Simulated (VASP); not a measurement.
# MgO (Fm-3m) in VASP: a series of runs

MgO is run at these levels: PBE; tasks: single point, relaxation of cell and atoms.

Everything below comes from runs of VASP 6.6.1. Logs are shortened: lines on timing, memory, paths and dates and some standing lists are left out, and cuts for length are marked.

### Step 1. The cell of the first run

It takes space group Fm-3m (No. 225, cubic). Conventional cell: a = 4.254 Å, b = 4.254 Å, c = 4.254 Å, α = 90.00°, β = 90.00°, γ = 90.00°. Mg (site symmetry m-3m) has 6 O at 2.13 Å within 2.8 Å. Within 2.8 Å of O (site symmetry m-3m) lie 6 Mg at 2.13 Å.

### Step 2. Single point, PBE

File INCAR:

```
SYSTEM = MgO
  PREC = Accurate
  ENCUT = 520
  EDIFF = 1E-7
  ISMEAR = 0
  SIGMA = 0.1
  LREAL = .FALSE.
  LASPH = .TRUE.
  NELM = 100
  ALGO = Normal
  ISIF = 2
  LWAVE = .FALSE.
  LCHARG = .FALSE.
  GGA = PE
  NBANDS = 11
```

File KPOINTS:

```
Automatic mesh
0
G
  8 8 8
  0 0 0
```

File POSCAR:

```
MgO
1.0
    0.0000000000      2.1270168848      2.1270168848
    2.1270168848      0.0000000000      2.1270168848
    2.1270168848      2.1270168848      0.0000000000
Mg O
1 1
Direct
    0.0000000000      0.0000000000      0.0000000000
    0.5000000000      0.5000000000      0.5000000000
```

Potentials or basis: VASP PAW PBE potentials, release 64 (Mg, O).

The run is started by

```sh
$ cat potpaw_PBE.64/Mg/POTCAR potpaw_PBE.64/O/POTCAR > POTCAR
$ mpirun -np 1 vasp_std > vasp.out
```

OUTCAR:

```text
SYSTEM = MgO
   PREC = Accurate
   ENCUT = 520
   EDIFF = 1E-7
   ISMEAR = 0
   LREAL = .FALSE.
   LASPH = .TRUE.
   NELM = 100
   ISIF = 2
   GGA = PE

 ion  position               nearest neighbor table
   1  0.000  0.000  0.000-   2 2.13   2 2.13   2 2.13   2 2.13   2 2.13   2 2.13
   2  0.500  0.500  0.500-   1 2.13   1 2.13   1 2.13   1 2.13   1 2.13   1 2.13

  LATTYP: Found a face centered cubic cell.
 ALAT       =     4.2540337696

  Lattice vectors:

 A1 = (   0.0000000000,   2.1270168848,   2.1270168848)
 A2 = (   2.1270168848,   0.0000000000,   2.1270168848)
 A3 = (   2.1270168848,   2.1270168848,   0.0000000000)

Analysis of symmetry for initial positions (statically):
=====================================================================
 Subroutine PRICEL returns:
 Original cell was already a primitive cell.

 Routine SETGRP: Setting up the symmetry group for a
 face centered cubic supercell.

 Subroutine GETGRP returns: Found 48 space group operations
 (whereof 48 operations were pure point group operations)
 out of a pool of 48 trial point group operations.

The static configuration has the point symmetry O_h .

Analysis of symmetry for dynamics (positions and initial velocities):
=====================================================================
 Subroutine PRICEL returns:
 Original cell was already a primitive cell.

 Routine SETGRP: Setting up the symmetry group for a
 face centered cubic supercell.

 Subroutine GETGRP returns: Found 48 space group operations
 (whereof 48 operations were pure point group operations)
 out of a pool of 48 trial point group operations.

The dynamic configuration has the point symmetry O_h .

 Subroutine INISYM returns: Found 48 space group operations
 (whereof 48 operations are pure point group operations),
 and found     1 'primitive' translations

----------------------------------------------------------------------------------------

                                     Primitive cell

  volume of cell :      19.2461

  direct lattice vectors                    reciprocal lattice vectors
     0.000000000  2.127016885  2.127016885    -0.235071007  0.235071007  0.235071007
     2.127016885  0.000000000  2.127016885     0.235071007 -0.235071007  0.235071007
     2.127016885  2.127016885  0.000000000     0.235071007  0.235071007 -0.235071007

  length of vectors
     3.008056126  3.008056126  3.008056126     0.407154927  0.407154927  0.407154927

  position of ions in fractional coordinates (direct lattice)
     0.000000000  0.000000000  0.000000000
     0.500000000  0.500000000  0.500000000

[... 81 lines left out ...]
   NFREE  =      0    steps in history (QN), initial steepest desc. (CG)
   ISIF   =      2    stress and relaxation
   ISYM   =      2    0-nonsym 1-usesym 2-fastsym
   POTIM  = 0.5000    time-step for ionic-motion
   TEBEG  =    0.0;   TEEND  =   0.0 temperature during run
   PSTRESS=    0.0 pullay stress
   NELECT =       8.0000    total number of electrons
   NUPDOWN=      -1.0000    fix difference up-down
   EMIN   =  10.00;   EMAX   =-10.00  energy-range for DOS
   EFERMI =   0.00;   METHOD = LEGACY
   ISMEAR =     0;   SIGMA  =   0.10  broadening in eV -4-tet -1-fermi 0-gaus
   EFERMI_NEDOS =   21; number of points for ismear=-14 and -15
   IALGO  =     38    algorithm
   IMIX   =      4    mixing-type and parameters
     AMIX     =   0.40;   BMIX     =  1.00
     AMIX_MAG =   1.60;   BMIX_MAG =  1.00
  volume/ion in A,a.u.               =       9.62        64.94
  Fermi-wavevector in a.u.,A,eV,Ry     =   1.221773  2.308816 20.309818  1.492729
  Thomas-Fermi vector in A             =   2.356944
   LORBIT       =      0    0 simple, 1 ext, 2 COOP (PROOUT), +10 PAW based schemes
   GGA     = PE    functional components
   LHFCALC =     F    Hartree Fock is set to
   AEXX    =    0.0000 exact exchange contribution
   IVDW    =     0    specifies the selected vdW correction
   LEPSILON=     F    determine dielectric tensor
   LRPA    =     F    only Hartree local field effects (RPA)
 non-spin polarized calculation
 Gauss-broadening in eV      SIGMA  =   0.10
  energy-cutoff  :      520.00
  volume of cell :       19.25
 maximum number of plane-waves:       534
 NGX is ok and might be reduce to    24
   NGX = 11   NGY = 11   NGZ = 11

 number of electron       8.0000004 magnetization

 Free energy of the ion-electron system (eV)
  ---------------------------------------------------
  ext. energy  EPLUGINS =         0.00000000
  ---------------------------------------------------
  free energy    TOTEN  =       -11.91170318 eV

  energy without entropy =      -11.91170318  energy(sigma->0) =      -11.91170318

 E-fermi :   3.5174     XC(G=0): -10.9386

 val. band max:        2.9671883829   @ k =   0.0000   0.0000   0.0000
 cond. band min:       7.4096179183   @ k =   0.0000   0.0000   0.0000
 fundamental gap:      4.4424295354
 Fermi energy:         3.5173888981

 k-point     1 :       0.0000    0.0000    0.0000
  band No.  band energies     occupation
      1     -14.1464      2.00000
      2       2.9672      2.00000
      3       2.9672      2.00000
      4       2.9672      2.00000
      5       7.4096      0.00000
      6      18.5981      0.00000
      7      18.5981      0.00000
      8      18.5981      0.00000
      9      22.4373      0.00000
     10      24.1772      0.00000
     11      24.1772      0.00000
[... 309 lines left out ...]
 k-point    24 :      -0.3750    0.2500    0.1250
  band No.  band energies     occupation
      1     -12.7923      2.00000
      2      -0.9181      2.00000
      3       1.0983      2.00000
      4       2.0198      2.00000
      5      12.4294      0.00000
      6      14.8772      0.00000
      7      16.1462      0.00000
      8      19.5028      0.00000
      9      23.1438      0.00000
     10      24.6479      0.00000
     11      28.6528      0.00000

 [... further k-points ...]
[... 5 lines left out ...]
  --------------------------------------------------------------------------------------
  -------------------------------------------------------------------------------------
  Total       -0.0909529     -0.0909529     -0.0909529      0.0000000      0.0000000      0.0000000
  in kB       -7.5715454     -7.5715454     -7.5715454      0.0000000      0.0000000      0.0000000
  external PRESSURE =      -7.5715454 kB  Pullay stress =       0.0000000 kB

 VOLUME and BASIS-vectors are now :
 -----------------------------------------------------------------------------
  energy-cutoff  :      520.00
  volume of cell :       19.25
      direct lattice vectors                 reciprocal lattice vectors
     0.000000000  2.127016885  2.127016885    -0.235071007  0.235071007  0.235071007
     2.127016885  0.000000000  2.127016885     0.235071007 -0.235071007  0.235071007
     2.127016885  2.127016885  0.000000000     0.235071007  0.235071007 -0.235071007

 POSITION                                       TOTAL-FORCE (eV/Angst)
 -----------------------------------------------------------------------------------
      0.00000      0.00000      0.00000         0.000000      0.000000     -0.000000
      2.12702      2.12702      2.12702        -0.000000     -0.000000      0.000000
 -----------------------------------------------------------------------------------
    total drift:                               -0.000000     -0.000000      0.000000

  FREE ENERGIE OF THE ION-ELECTRON SYSTEM (eV)
  ---------------------------------------------------
  free  energy   TOTEN  =       -11.9117031779 eV

  energy  without entropy=      -11.9117031779  energy(sigma->0) =      -11.91170318
```

OSZICAR:

```text
N       E                     dE             d eps       ncg     rms          rms(c)
DAV:   1     0.150492808287E+02    0.15049E+02   -0.46364E+03   734   0.647E+02
DAV:   2    -0.128955526883E+02   -0.27945E+02   -0.27468E+02   741   0.140E+02
DAV:   3    -0.134671524870E+02   -0.57160E+00   -0.57125E+00   768   0.175E+01
DAV:   4    -0.134683914266E+02   -0.12389E-02   -0.12389E-02   704   0.954E-01
DAV:   5    -0.134683955420E+02   -0.41153E-05   -0.41153E-05   731   0.526E-02    0.719E+00
DAV:   6    -0.119312511391E+02    0.15371E+01   -0.90148E+00   665   0.163E+01    0.227E+00
DAV:   7    -0.119177519747E+02    0.13499E-01   -0.59947E-02   695   0.216E+00    0.135E+00
DAV:   8    -0.119121231266E+02    0.56288E-02   -0.29858E-02   677   0.193E+00    0.248E-01
DAV:   9    -0.119117194182E+02    0.40371E-03   -0.59479E-04   713   0.171E-01    0.139E-01
DAV:  10    -0.119117011294E+02    0.18289E-04   -0.51020E-04   701   0.168E-01    0.792E-03
DAV:  11    -0.119117033156E+02   -0.21862E-05   -0.29841E-06   731   0.138E-02    0.582E-03
DAV:  12    -0.119117031879E+02    0.12768E-06   -0.65288E-07   698   0.606E-03    0.588E-04
DAV:  13    -0.119117031779E+02    0.10038E-07   -0.62626E-08   367   0.143E-03
   1 F= -.11911703E+02 E0= -.11911703E+02  d E =-.235660E-16
```

Run time: 22 s. Hardware: 1 thread of AMD EPYC 7R13, shared host; peak memory 0.11 GiB.

What came out:

| Item | Value |
| --- | --- |
| Free energy | -11.9117 eV |
| Pressure | -0.8 GPa |
| Band gap on the k mesh | 4.44 eV, direct |

Expect the measured gap to be larger: semilocal functionals such as PBE lack the derivative discontinuity.

### Step 3. Relaxation of cell and atoms, PBE

This run uses another cell than the first one, of 11.79 Å³/atom, 1.226 times its volume.

File INCAR:

```
ALGO = Normal ; EDIFF = 1E-6
EDIFFG = -0.05 ; ENCUT = 600
GGA = PE ; IBRION = 2
ISIF = 3 ; ISMEAR = 0
LASPH = True ; LCHARG = False
LREAL = False ; LWAVE = False
NELM = 60 ; NSW = 80
PREC = Accurate ; SIGMA = 0.1
```

File KPOINTS:

```
k-points
0
Gamma
  8 8 8
```

File POSCAR:

```
MgO
1.0
    0.0000000000      2.2762548358      2.2762548358
    2.2762548358      0.0000000000      2.2762548358
    2.2762548358      2.2762548358      0.0000000000
Mg O
1 1
Direct
    0.0000000000      0.0000000000      0.0000000000
    0.5000000000      0.5000000000      0.5000000000
```

Potentials or basis: VASP PAW PBE potentials, release 64 (Mg, O).

The run is started by

```sh
$ cat potpaw_PBE.64/Mg/POTCAR potpaw_PBE.64/O/POTCAR > POTCAR
$ mpirun -np 1 vasp_std > vasp.out
```

Run time: 59 s. Hardware: 1 thread of AMD EPYC 7R13, shared host; peak memory 0.14 GiB.

The run converged. Its results:

| Property | Result |
| --- | --- |
| Free energy | -11.9253 eV |
| Relaxed volume | 9.55 Å³/atom |
| Relaxed cell | a = 3.001 Å, b = 3.001 Å, c = 3.001 Å, α = 60.00°, β = 60.00°, γ = 60.00° |
| Space group after relaxing (to 0.05 Å) | Fm-3m (No. 225) |
| Energy gained by relaxing | 174.1 meV/atom |
| Ionic steps | 3 |
| Pressure after relaxing | 0.1 GPa |
| Band gap on the k mesh | 4.51 eV, direct |

The path:
| step | energy change (eV) | largest force (eV/Å) | pressure (GPa) | volume (Å³) |
| --- | --- | --- | --- | --- |
| 1 | 0.0000 | 0.0000 | -20.81 | 23.59 |
| 2 | -0.3445 | 0.0000 | 3.20 | 18.74 |
| 3 | -0.3482 | 0.0000 | 0.08 | 19.10 |

Final structure:
```xyz
2
Lattice="0.0000 2.1217 2.1217 2.1217 0.0000 2.1217 2.1217 2.1217 0.0000" Properties=species:S:1:pos:R:3 pbc="T T T"
Mg    0.0000    0.0000    0.0000
O     2.1217    2.1217    2.1217
```

Levels at points of the mesh, in eV from the valence-band top:
```
           k point  band 1  band 2  band 3  band 4  band 5  band 6  band 7  band 8
(0.00, 0.00, 0.00)  -17.15    0.00    0.00    0.00    4.51   15.68   15.68   15.68
(0.50, 0.00, 0.00)  -15.92   -4.52   -0.63   -0.63    7.76   12.35   16.09   16.09
(0.50, 0.50, 0.00)  -15.67   -3.99   -1.32   -1.32    9.10    9.73   12.86   18.64
```

Caveat: the volume moved by over 15 % at a fixed basis, so the end points are rough.
